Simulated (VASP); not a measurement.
A run of VASP 6.6.1 is set up as follows.

The input INCAR:

```
SYSTEM = Te
  PREC = Accurate
  ENCUT = 520
  EDIFF = 1E-6
  ISMEAR = 0
  SIGMA = 0.1
  LREAL = .False.
  LASPH = .True.
  NELM = 80
  ALGO = Normal
  ISIF = 2
  LWAVE = .False.
  LCHARG = .True.
  GGA = PE
  LELF = .True.
  LVHAR = .True.
  NBANDS = 16
```

KPOINTS

```
regular mesh
0
Gamma
  6 4 4
  0 0 0
```

Contents of POSCAR:

```
Te
1.0
    2.9264618200      0.0000000000      0.0000000000
    0.0000000000      4.9214807800      0.0000000000
    0.0000000000      0.0000000000      5.9673726400
Te
3
Direct
    0.0000000000      0.0000000000      0.2558544800
    0.0000000000      0.0000000000      0.7441455200
    0.0000000000      0.5000000000      0.0000000000
```

Potentials or basis: VASP PAW PBE potentials, release 64 (Te).

The run is started by

```bash
$ cat potpaw_PBE.64/Te/POTCAR > POTCAR
$ mpirun -np 1 vasp_std > vasp.out
```

Estimate the pressure.

21.0 GPa.

Estimate the band gap on the k mesh.

zero (band 9 reaches 10.46 eV, above the bottom of band 10 at 6.91 eV).

Predict the largest force.

1.040 eV/Å.

Stress tensor (GPa, compression positive):
```
23.35  0.00  0.00
 0.00 21.90  0.00
 0.00  0.00 17.82
```

Caveat: spin-orbit coupling is left out, which moves the levels of the heavy elements; forces of over 1 eV/Å act on the atoms, so gaps and moduli don't describe the material at rest.
